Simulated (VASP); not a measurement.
Input of a VASP 6.6.1 run:

Contents of POSCAR:

```
Al2O3
1.0
    2.3788962613      1.3734563969      4.3307367646
   -2.3788962613      1.3734563969      4.3307367646
    0.0000000000     -2.7469127937      4.3307367646
Al O
4 6
Direct
    0.3518448460      0.3518448460      0.3518448460
    0.1481551540      0.1481551540      0.1481551540
    0.6481551540      0.6481551540      0.6481551540
    0.8518448460      0.8518448460      0.8518448460
    0.5563253481      0.9436746519      0.2500000000
    0.2500000000      0.5563253481      0.9436746519
    0.9436746519      0.2500000000      0.5563253481
    0.4436746519      0.0563253481      0.7500000000
    0.7500000000      0.4436746519      0.0563253481
    0.0563253481      0.7500000000      0.4436746519
```

Contents of INCAR.step1:

```
SYSTEM = Al2O3
ALGO = Normal ; EDIFF = 1E-4
ENCUT = 520 ; GGA = PE
ISMEAR = 0 ; LASPH = .TRUE.
LCHARG = .FALSE. ; LREAL = .FALSE.
LWAVE = .TRUE. ; NBANDS = 35
NELM = 100 ; PREC = Accurate
SIGMA = 0.02
```

INCAR.step2

```
SYSTEM = Al2O3
ALGO = Normal ; EDIFF = 1E-6
ENCUT = 520 ; ISIF = 2
ISMEAR = 0 ; ISTART = 1
LASPH = .TRUE. ; LCHARG = .FALSE.
LMIXTAU = .TRUE. ; LREAL = .FALSE.
LWAVE = .FALSE. ; METAGGA = R2SCAN
NBANDS = 35 ; NELM = 100
PREC = Accurate ; SIGMA = 0.02
```

File KPOINTS:

```
k-points
0
G
  6 6 6
  0 0 0
```

Potentials or basis: VASP PAW PBE potentials, release 64 (Al, O).

Run with:

```sh
$ cat potpaw_PBE.64/Al/POTCAR potpaw_PBE.64/O/POTCAR > POTCAR
$ cp INCAR.step1 INCAR
$ mpirun -np 1 vasp_std > vasp.out
$ cp INCAR.step2 INCAR
$ mpirun -np 1 vasp_std > vasp.out
```

Predict the band gap on the k mesh.

7.17 eV, direct.

Estimate the largest force.

0.005 eV/Å.

What does it give for the pressure?

-0.3 GPa.

Forces on the atoms (eV/Å):
```
Al   0.000  0.000 -0.003
Al   0.000  0.000  0.003
Al   0.000  0.000  0.003
Al   0.000  0.000 -0.003
O   -0.005  0.000  0.000
O    0.003 -0.004  0.000
O    0.003  0.004  0.000
O    0.005  0.000  0.000
O   -0.003  0.004  0.000
O   -0.003 -0.004  0.000
```

Caveat: the PAW data sets were made with another functional, which shifts forces and pressure a little.

**Measured values to compare with.**

From “Multi-petahertz electron interference in Cr:Al2O3 solid-state material”, 2018, pmc:5906618, for a bulk crystal of Al2O3: band gap 8.7 eV (optical).

Measured gap of Al2O3: 8.7 eV (optical; quoted in “Multi-petahertz electron interference in Cr:Al2O3 solid-state material”, 2018, pmc:5906618). This calculation gives 7.17 eV (-1.53 eV). The value is that of r2SCAN on a finite k mesh, which can miss the band edges, without temperature or zero-point motion.
